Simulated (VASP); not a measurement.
Write the native input for VASP 6.6.1 that does the following.

| Item | Value |
| --- | --- |
| Task | single point |
| Functional | LDA |
| Potentials or basis | VASP PAW LDA potentials, release 64 (Mg, O) |
| Cutoff | 600 eV |
| k mesh | 10 × 10 × 10 |
| Occupations | gaussian, width 0.02 eV |
| Spin | no spin polarisation |
| Dipole correction | no |
| Further INCAR settings | ALGO = Normal; EDIFF = 1e-06; NBANDS = 11 |

The structure of MgO (lda.b) lies in POSCAR:

```
MgO
1.0
    0.0000000000      2.1402106944      2.1402106944
    2.1402106944      0.0000000000      2.1402106944
    2.1402106944      2.1402106944      0.0000000000
Mg O
1 1
Direct
    0.0000000000      0.0000000000      0.0000000000
    0.5000000000      0.5000000000      0.5000000000
```

This cell differs from its parent crystal: volume scaled by 1.09.

One way to write it, as run:

INCAR

```
  ALGO = Normal
  EDIFF = 1E-6
  ENCUT = 600
  GGA = CA
  GGA_COMPAT = False
  ISIF = 2
  ISMEAR = 0
  LASPH = True
  LCHARG = False
  LREAL = False
  LWAVE = False
  NBANDS = 11
  NELM = 120
  PREC = Accurate
  SIGMA = 0.02
```

KPOINTS

```
k-points
0
Gamma
  10 10 10
```

Potentials or basis: VASP PAW LDA potentials, release 64 (Mg, O).

Command:

```sh
$ cat potpaw_LDA.64/Mg/POTCAR potpaw_LDA.64/O/POTCAR > POTCAR
$ mpirun -np 1 vasp_std > vasp.out
```

It gave:

* Pressure: -14.3 GPa
* Band gap on the k mesh: 4.20 eV, direct

It took 10 s on 1 thread of Intel Xeon 8259CL, with other jobs on the host, peak memory 0.14 GiB.
